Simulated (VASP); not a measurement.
Write the native input for VASP 6.6.1 that does the following.

- Task: single point
- Functional: PBE
- Dispersion: D3(BJ)
- Potentials or basis: VASP PAW PBE potentials, release 64 (P)
- Cutoff: 520 eV
- k mesh: 10 × 4 × 8
- Occupations: gaussian, width 0.1 eV
- Spin: no spin polarisation
- Dipole correction: no
- Further INCAR settings: ALGO = Normal; EDIFF = 1e-07; NBANDS = 30

The structure of P lies in POSCAR:

```
P
1.0
    3.1231728303      0.0000000000      0.0000000000
    0.0000000000     10.3443936461      0.0000000000
    0.0000000000      0.0000000000      4.2293647509
P
8
Direct
    0.0000000000      0.8939715989      0.9247014262
    0.5000000000      0.8939715989      0.5752985738
    0.5000000000      0.6060284011      0.0752985738
    0.0000000000      0.6060284011      0.4247014262
    0.5000000000      0.3939715989      0.9247014262
    0.0000000000      0.3939715989      0.5752985738
    0.0000000000      0.1060284011      0.0752985738
    0.5000000000      0.1060284011      0.4247014262
```

This cell differs from its parent crystal: uniaxial strain along a: -6.0 %.

These files were run (other wordings do the same):

INCAR

```
SYSTEM = P
ALGO = Normal
EDIFF = 1E-7
ENCUT = 520
GGA = PE
ISIF = 2
ISMEAR = 0
IVDW = 12
LASPH = .TRUE.
LCHARG = .FALSE.
LREAL = .FALSE.
LWAVE = .FALSE.
NBANDS = 30
NELM = 80
PREC = Accurate
SIGMA = 0.1
```

KPOINTS

```
k-points
0
G
  10 4 8
  0 0 0
```

Potentials or basis: VASP PAW PBE potentials, release 64 (P).

The run is started by

```console
$ cat potpaw_PBE.64/P/POTCAR > POTCAR
$ mpirun -np 1 vasp_std > vasp.out
```

Results of the run:

- Pressure: 5.7 GPa
- Largest force: 0.477 eV/Å
- Band gap on the k mesh: zero (bands 20 and 21 overlap by 0.12 eV)
- Dispersion energy per atom: -0.410 eV

Caveat: the cell differs from its parent crystal (uniaxial strain along a: -6.0 %); the stress differs along the axes, from -2 to 14 GPa.

Run time: 2.6 min on 1 thread of Intel(R) Xeon(R) 6975P-C (Granite Rapids), on a shared host, peak memory 0.39 GiB.
